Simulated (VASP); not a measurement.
Zr3O: single point with PBEsol

Zr3O:

```
CELL_PARAMETERS angstrom
5.58339 0.00000 0.00000
-2.79170 4.83536 0.00000
0.00000 0.00000 5.15593
ATOMIC_POSITIONS crystal
Zr 0.33939 0.00000 0.00000
Zr 0.33939 0.33939 0.50000
Zr 0.00000 0.33939 0.00000
Zr 0.66061 0.00000 0.50000
Zr 0.66061 0.66061 0.00000
Zr 0.00000 0.66061 0.50000
O 0.33333 0.66667 0.25000
O 0.66667 0.33333 0.75000
```

```
Program             : VASP 6.6.1
Task                : single point
Functional          : PBEsol
Potentials or basis : VASP PAW PBE potentials, release 64 (Zr_sv, O)
Cutoff              : 520 eV
k mesh              : 6 × 6 × 8
Occupations         : gaussian, width 0.1 eV
Spin                : no spin polarisation
```

```
Pressure               : 0.2 GPa
Largest force          : 0.012 eV/Å
Band gap on the k mesh : zero (band 42 reaches 10.45 eV, above the bottom of band 43 at 9.63 eV)
```

Forces on the atoms (eV/Å):
```
Zr  -0.012  0.000  0.000
Zr  -0.006 -0.010  0.000
Zr   0.006 -0.010  0.000
Zr   0.012  0.000  0.000
Zr   0.006  0.010  0.000
Zr  -0.006  0.010  0.000
O    0.000  0.000  0.000
O    0.000  0.000  0.000
```

Levels at points of the mesh, in eV from the Fermi level:
| k point | band 38 | band 39 | band 40 | band 41 | band 42 | band 43 | band 44 | band 45 | band 46 | band 47 |
| --- | --- | --- | --- | --- | --- | --- | --- | --- | --- | --- |
| (0.00, 0.00, 0.00) | -1.36 | -0.96 | -0.96 | 0.19 | 0.70 | 0.70 | 0.76 | 0.88 | 0.88 | 1.35 |
| (0.50, 0.00, 0.00) | -1.45 | -1.41 | -0.90 | -0.59 | -0.36 | 0.60 | 1.11 | 1.23 | 1.39 | 1.99 |
| (0.00, 0.00, 0.50) | -1.04 | -0.18 | -0.18 | 0.00 | 0.00 | 0.02 | 0.02 | 0.06 | 0.06 | 1.64 |
| (0.50, 0.00, 0.50) | -1.08 | -0.91 | -0.91 | -0.42 | -0.42 | 0.15 | 0.15 | 1.12 | 1.12 | 1.60 |

It took 7.1 min on 1 thread of Intel Xeon 8259CL (shared host), peak memory 0.36 GiB.

Caveat: the PAW data sets were made with another functional, which shifts forces and pressure a little.
